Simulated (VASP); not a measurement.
The system is Ru.

```
CELL_PARAMETERS angstrom
2.66642 0.00000 0.00000
-1.33321 2.30919 0.00000
0.00000 0.00000 4.21021
ATOMIC_POSITIONS crystal
Ru 0.33333 0.66667 0.25000
Ru 0.66667 0.33333 0.75000
```

Base run:

| Quantity | Value |
| --- | --- |
| Program | VASP 6.6.1 |
| Functional | PBEsol |
| Dispersion | D3(BJ) |
| Potentials or basis | VASP PAW PBE potentials, release 64 (Ru_pv) |
| Cutoff | 520 eV |
| k mesh | 14 × 14 × 8 |
| Occupations | fermi-dirac, width 0.05 eV |
| Spin | no spin polarisation |
| Hubbard terms | Ru d U = 3.0 eV |

Its results: band gap on the k mesh zero (band 14 reaches 15.06 eV, above the bottom of band 15 at 11.65 eV); pressure -2.9 GPa.

Question: The run is repeated on the same cell with these changes: potentials or basis from VASP PAW PBE potentials, release 64 (Ru_pv) to VASP PAW PBE potentials, release 64 (Ru_sv); cutoff from 520 eV to 600 eV; further incar settings from ALGO = Normal; EDIFF = 1e-06; NBANDS = 21 to ALGO = Normal; EDIFF = 1e-06; NBANDS = 23; valence electrons from 28 to 32. What comes out?

Answer: Band gap on the k mesh zero (band 16 reaches 17.68 eV, above the bottom of band 17 at 14.27 eV); pressure 0.9 GPa.

Caveats: the PAW data sets were made with another functional, which shifts forces and pressure a little; U without spin polarisation on a metal has little footing; pairwise dispersion overbinds metals, which lowers pressure and volume; the U is typed as a test and isn't derived for this compound.
